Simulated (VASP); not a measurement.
A run of VASP 6.6.1:

File INCAR:

```
SYSTEM = Ca
ALGO = Normal
EDIFF = 1E-7
ENCUT = 520
ISIF = 2
ISMEAR = -1
LASPH = .TRUE.
LCHARG = .FALSE.
LREAL = .FALSE.
LWAVE = .FALSE.
NBANDS = 11
NELM = 80
PREC = Accurate
SIGMA = 0.03
```

The input KPOINTS:

```
k-points
0
G
  11 11 11
  0 0 0
```

Contents of POSCAR:

```
Ca
1.0
   -2.2052049036      2.2052049036      2.1961148100
    2.2052049036     -2.2052049036      2.1961148100
    2.2052049036      2.2052049036     -2.1961148100
Ca
1
Direct
    0.5000000000      0.5000000000      0.0000000000
```

Potentials or basis: VASP PAW LDA potentials, release 64 (Ca_sv).

Launch:

```sh
$ cat potpaw_LDA.64/Ca_sv/POTCAR > POTCAR
$ mpirun -np 1 vasp_std > vasp.out
```

Hardware: 1 thread of Intel(R) Xeon(R) Platinum 8259CL CPU @ 2.50GHz (Skylake/Cascade Lake) (shared host).

Question: Estimate the wall time of this run.

Answer: It took 34 s on 1 thread of Intel(R) Xeon(R) Platinum 8259CL CPU @ 2.50GHz (Skylake/Cascade Lake), with other jobs on the host, peak memory 0.18 GiB. Counts: scf iterations 12, k points 126.
